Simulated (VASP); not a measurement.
A run of VASP 6.6.1 is set up as follows.

File INCAR:

```
SYSTEM = O
PREC = Accurate ; ENCUT = 520
EDIFF = 1E-8 ; ISMEAR = -1
SIGMA = 0.08 ; LREAL = .FALSE.
LASPH = .TRUE. ; NELM = 100
ALGO = Normal ; ISIF = 2
LWAVE = .FALSE. ; LCHARG = .FALSE.
GGA = CA ; LEFG = .TRUE.
NBANDS = 13
```

Contents of KPOINTS:

```
regular mesh
0
G
  14 14 14
  0 0 0
```

The input POSCAR:

```
O
1.0
    0.0000000000      1.9024011595      3.9246578651
    1.5117188064      0.0000000000      3.9246578651
    1.5117188064      1.9024011595      0.0000000000
O
2
Direct
    0.4210980000      0.4210980000      0.5789020000
    0.5789020000      0.5789020000      0.4210980000
```

Potentials or basis: VASP PAW LDA potentials, release 64 (O).

Command:

```console
$ cat potpaw_LDA.64/O/POTCAR > POTCAR
$ mpirun -np 1 vasp_std > vasp.out
```

Estimate the band gap on the k mesh.

zero (bands 6 and 7 overlap by 1.99 eV).

What does it give for the pressure?

-10.0 GPa.

Stress tensor (GPa, compression positive):
```
 -6.31   0.00   0.00
  0.00  -9.58   0.00
  0.00   0.00 -14.17
```

Caveat: the standard files for N, O and F lose accuracy on very short bonds; spin is off for a triplet molecule; the stress differs along the axes, from -14 to -6 GPa; without QUAD_EFG the Cq values of the log hold for a quadrupole moment of 1 mb, not for the nuclei; forces of over 1 eV/Å act on the atoms, so gaps and moduli don't describe the material at rest.
